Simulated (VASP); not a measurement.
The system is BaTiO3.

```xyz
5
Lattice="3.9791 0.0000 0.0000 0.0000 3.9791 0.0000 0.0000 0.0000 3.9791" Properties=species:S:1:pos:R:3 pbc="T T T"
Ba    1.9896    1.9896    1.9896
Ti    0.0000    0.0000    0.0000
O     0.0000    0.0000    1.9896
O     0.0000    1.9896    0.0000
O     1.9896    0.0000    0.0000
```

Base run:

- Program: VASP 6.6.1
- Functional: r2SCAN
- Potentials or basis: VASP PAW PBE potentials, release 64 (Ba_sv, Ti_sv, O)
- Cutoff: 520 eV
- k mesh: 7 × 7 × 7
- Occupations: fermi-dirac, width 0.05 eV
- Spin: no spin polarisation

Its results: band gap on the k mesh 2.24 eV, indirect (least direct gap 2.32 eV); pressure 4.2 GPa.

After a change of settings the same cell gave: band gap on the k mesh 1.80 eV, indirect (least direct gap 1.86 eV); pressure 0.7 GPa. Which change was it?
A. functional from r2SCAN to PBE; further incar settings from ALGO = Normal; EDIFF = 1e-06; NBANDS = 28 to ALGO = Normal; EDIFF = 1e-07; NBANDS = 28
B. functional from r2SCAN to PBEsol
C. functional from r2SCAN to PBE

B.

r2SCAN gives the wider gap, since meta-GGAs in the generalised Kohn-Sham scheme recover part of the derivative discontinuity.

Caveats: the PAW data sets were made with another functional, which shifts forces and pressure a little; spin-orbit coupling is left out, which moves the levels of the heavy elements.
